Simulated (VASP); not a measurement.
Hg:

```
Hg
1.0
     5.25506    0.00000    0.00000
     0.00000    5.25506    0.00000
     0.00000    0.00000    5.25506
Hg
3
Direct
  0.50000 0.00000 0.00000
  0.00000 0.50000 0.00000
  0.00000 0.00000 0.50000
```

| Quantity | Value |
| --- | --- |
| Program | VASP 6.6.1 |
| Task | relaxation of cell and atoms |
| Functional | PBE |
| Potentials or basis | VASP PAW PBE potentials, release 64 (Hg) |
| Cutoff | 600 eV |
| k mesh | 4 × 4 × 4 |
| Occupations | gaussian, width 0.1 eV |
| Spin | no spin polarisation |

At the start: pressure -0.4 GPa; volume 48.37 Å³/atom.

Task: How do energy, volume and symmetry change on relaxing?

Result: Over 8 steps the energy falls by 29.9 meV/atom and the volume is 30.34 Å³/atom (-37.3 %); space group Pm-3m (No. 221, to 0.05 Å).

Step by step:
| step | energy change (eV) | largest force (eV/Å) | pressure (GPa) | volume (Å³) |
| --- | --- | --- | --- | --- |
| 1 | 0.0000 | 0.0000 | -0.40 | 145.12 |
| 2 | -0.0063 | 0.0000 | -0.38 | 142.58 |
| 3 | -0.0228 | 0.0000 | -0.31 | 135.13 |
| 4 | -0.0459 | 0.0000 | -0.20 | 121.02 |
| 5 | -0.0754 | 0.0000 | -0.97 | 95.81 |
| 6 | 2.8658 | 0.0000 | 48.65 | 56.40 |
| 7 | -0.0832 | 0.0000 | -0.68 | 94.30 |
| 8 | -0.0896 | 0.0000 | 0.11 | 91.01 |

Final structure:
```
Hg
1.0
     4.49803    0.00000    0.00000
     0.00000    4.49803    0.00000
     0.00000    0.00000    4.49803
Hg
3
Direct
  0.50000 0.00000 0.00000
  0.00000 0.50000 0.00000
  0.00000 0.00000 0.50000
```

Caveat: the volume moved by over 15 % at a fixed basis, so the end points are rough.
